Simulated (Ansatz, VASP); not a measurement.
## In in VASP and in Ansatz

The input INCAR:

```
SYSTEM = In
ALGO = Normal ; EDIFF = 1E-8
ENCUT = 520 ; GGA = CA
ISIF = 2 ; ISMEAR = -1
LASPH = .True. ; LCHARG = .False.
LEFG = .True. ; LREAL = .False.
LWAVE = .False. ; NBANDS = 12
NELM = 100 ; PREC = Accurate
SIGMA = 0.05
```

File KPOINTS:

```
k-points
0
Gamma
  14 14 14
  0 0 0
```

File POSCAR:

```
In
1.0
   -1.6261500000      1.6261500000      2.4739500000
    1.6261500000     -1.6261500000      2.4739500000
    1.6261500000      1.6261500000     -2.4739500000
In
1
Direct
    0.0000000000      0.0000000000      0.0000000000
```

Input for Ansatz:

```yaml
crystal:
  lattice:
    - [-1.62615, 1.62615, 2.47395]
    - [1.62615, -1.62615, 2.47395]
    - [1.62615, 1.62615, -2.47395]
  atoms:
    - { symbol: In, position: [0.0, 0.0, 0.0] }
kpoints:
  mp_grid: { grid: [14, 14, 14] }
  band_path:
    path:
      - [0.0, 0.0, 0.0]
      - [0.0, 0.0, 0.5]
      - [0.25, 0.25, 0.25]
      - [0.0, 0.5, 0.0]
      - [0.0, 0.0, 0.0]
      - [0.5, 0.5, -0.5]
      - [0.3580138334, 0.6419861666, -0.3580138334]
      - [-0.3580138334, 0.3580138334, 0.3580138334]
      - [0.0, 0.0, 0.0]
    npoints: 14
scf:
  occupations: { method: fermi_dirac, width: 0.05 }
hamiltonian:
  xc: lda
  pseudopotentials: { kind: paw }
output:
  forces: true
  stress: true
  eigenvalues: true
  efg: { contact_densities: true }
  populations: true
  bader: true
  dos: { projected: true, de: 0.2, e_range: [-14, 8] }
  write_density: true
  write_potential: true
  elf: true
  volumetric_format: npy
```

Alike in both runs: task electric field gradients; functional LDA; k mesh 14 × 14 × 14; occupations fermi-dirac, width 0.05 eV; no spin polarisation.

|  | VASP | Ansatz |
| --- | --- | --- |
| version | VASP 6.6.1 | Ansatz 0.2.0 |
| potentials or method | VASP PAW LDA potentials, release 64 (In_d) | PAW with Ansatz's default frozen-core files, scalar-relativistic |
| plane-wave cutoff (eV) | 520 | 420 |
| valence electrons in the cell | 13 | 13 |

```csv
,VASP,Ansatz,Ansatz less VASP
pressure (GPa),-2.7,-2.7,0.00
"traceless stress, the component that is largest in VASP (GPa)",0.29,0.28,-0.007
size of Vzz on the site where it differs most (V/Å²),22.0,21.9,-0.10
```

LDA's correlation is that of Perdew and Zunger in VASP and of Perdew and Wang (1992) in Ansatz.
